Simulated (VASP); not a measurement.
A run of VASP 6.6.1 is set up as follows.

Contents of POSCAR:

```
LiSi16
1.0
    0.0000000000      5.4300000000      5.4300000000
    5.4300000000      0.0000000000      5.4300000000
    5.4300000000      5.4300000000      0.0000000000
Si Li
16 1
Direct
    0.0010461359      0.0006726136      0.0007687928
    0.1249890795      0.1250049956      0.1250019797
    0.0010695991      0.0006988735      0.4975038215
    0.1233875460      0.1228110007      0.6269186281
    0.0010358966      0.4975162080      0.0007576127
    0.1233952042      0.6268240866      0.1229410041
   -0.0059278460      0.5019535112      0.5020058369
    0.1233904440      0.6268545034      0.6269059030
    0.4974594140      0.0008061883      0.0008998701
    0.6271954867      0.1228312405      0.1229556028
    0.5026005545     -0.0074192310      0.5024252490
    0.6272233708      0.1228292806      0.6270821120
    0.5025087810      0.5022789298     -0.0070800844
    0.6271836245      0.6269897507      0.1229575107
    0.5025734091      0.5023505078      0.5023957404
    0.6259549028      0.6245431250      0.6248644105
    0.3772993073      0.3738554558      0.3747267001
```

File INCAR.step1:

```
SYSTEM = LiSi16
PREC = Accurate ; ENCUT = 520
ISMEAR = 0 ; SIGMA = 0.02
LREAL = Auto ; LASPH = .True.
NELM = 80 ; NBANDS = 48
NELECT = 66.0 ; GGA = PE
ALGO = Normal ; EDIFF = 1E-4
LWAVE = .True. ; LCHARG = .False.
```

Contents of INCAR.step2:

```
SYSTEM = LiSi16
PREC = Accurate ; ENCUT = 520
EDIFF = 1E-7 ; ISMEAR = 0
SIGMA = 0.02 ; LREAL = Auto
LASPH = .True. ; NELM = 80
ALGO = Normal ; ISIF = 2
LWAVE = .False. ; LCHARG = .True.
METAGGA = R2SCAN ; LMIXTAU = .True.
LELF = .True. ; LVHAR = .True.
NBANDS = 48 ; NELECT = 66.0
ISTART = 1
```

KPOINTS

```
regular mesh
0
Gamma
  2 2 2
  0 0 0
```

Potentials or basis: VASP PAW PBE potentials, release 64 (Si, Li_sv).

Launch:

```console
$ cat potpaw_PBE.64/Si/POTCAR potpaw_PBE.64/Li_sv/POTCAR > POTCAR
$ cp INCAR.step1 INCAR
$ mpirun -np 1 vasp_std > vasp.out
$ cp INCAR.step2 INCAR
$ mpirun -np 1 vasp_std > vasp.out
```

(1) What does it give for the largest force?

## Answers

(1) 0.015 eV/Å.

Caveat: the k points lie up to 0.50 Å⁻¹ apart; the cell carries a net charge on a neutralising background, which shifts energy and pressure; the PAW data sets were made with another functional, which shifts forces and pressure a little.
